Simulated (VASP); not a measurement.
A run of VASP 6.6.1 is set up as follows.

INCAR

```
SYSTEM = PbO
PREC = Accurate
ENCUT = 1340
EDIFF = 1E-7
ISMEAR = 0
SIGMA = 0.1
LREAL = .False.
LASPH = .True.
NELM = 120
ALGO = Normal
ISIF = 3
LWAVE = .False.
LCHARG = .False.
GGA = PS
IBRION = 2
NSW = 80
EDIFFG = -0.05
GGA_COMPAT = .False.
NELMIN = 4
```

KPOINTS

```
regular mesh
0
Gamma
  6 6 4
  0 0 0
```

Contents of POSCAR:

```
PbO
1.0
    3.8886342860      0.0000000000      0.0000000000
    0.0000000000      3.8886342860      0.0000000000
    0.0000000000      0.0000000000      4.8575372666
Pb O
2 2
Direct
    0.0000000000      0.5000000000      0.2423994224
    0.5000000000      0.0000000000      0.7576005776
    0.5000000000      0.5000000000      0.0000000000
    0.0000000000      0.0000000000      0.0000000000
```

Potentials or basis: VASP PAW PBE potentials, release 64 (Pb_d, O_h).

The run is started by

```sh
$ cat potpaw_PBE.64/Pb_d/POTCAR potpaw_PBE.64/O_h/POTCAR > POTCAR
$ mpirun -np 1 vasp_std > vasp.out
```

(1) Predict the relaxed volume.

(2) Estimate the space group after relaxing (to 0.1 Å).

(3) Estimate the band gap on the k mesh.

Results:

(1) 19.66 Å³/atom.

(2) P4/nmm (No. 129).

(3) 1.14 eV (least direct gap 2.13 eV).

Caveat: the PAW data sets were made with another functional, which shifts forces and pressure a little; spin-orbit coupling is left out, which moves the levels of the heavy elements.
